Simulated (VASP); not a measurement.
Crystal: TaSi2.

```
Ta Si
1.0
     6.31493    0.00000    0.00000
     0.00000    1.58087    2.47710
     0.00000   -1.58087    2.47710
Ta Si
1 2
Direct
  0.00000 0.67768 0.67768
  0.31504 0.33161 0.33161
  0.68496 0.33161 0.33161
```

```yaml
Program: VASP 6.6.1
Task: relaxation of cell and atoms
Functional: PBE
Potentials_or_basis: VASP PAW PBE potentials, release 64 (Ta_pv, Si)
Cutoff: 600 eV
k_mesh: 8 × 18 × 18
Occupations: gaussian, width 0.1 eV
Spin: no spin polarisation
```

At the start: pressure 0.0 GPa; volume 16.49 Å³/atom.

Task: Where does the relaxation end?

Result: Over 13 steps the energy falls by 3.3 meV/atom and the volume is 16.50 Å³/atom (+0.1 %); space group Amm2 (No. 38, to 0.1 Å) before and after.

The path:
```tsv
step	energy change (eV)	largest force (eV/Å)	pressure (GPa)	volume (Å³)
1	0.0000	0.0668	0.01	49.46
2	-0.0039	0.0801	-0.19	49.47
3	-0.0052	0.0914	-0.36	49.47
4	-0.0067	0.1115	0.79	49.19
5	-0.0068	0.1086	0.63	49.23
6	-0.0086	0.0844	0.20	49.43
7	-0.0090	0.0645	-0.16	49.59
8	-0.0097	0.0332	-0.08	49.56
9	-0.0097	0.0423	-0.08	49.56
10	-0.0099	0.0141	0.06	49.49
11	-0.0099	0.0063	0.10	49.47
12	-0.0099	0.0128	-0.12	49.53
13	-0.0099	0.0018	0.01	49.50
```

Final structure:
```
Ta Si
1.0
     6.29784    0.00000    0.00000
     0.00000    1.61629    2.43127
     0.00000   -1.61629    2.43127
Ta Si
1 2
Direct
  0.00000 0.68591 0.68591
  0.31449 0.32750 0.32750
  0.68551 0.32750 0.32750
```
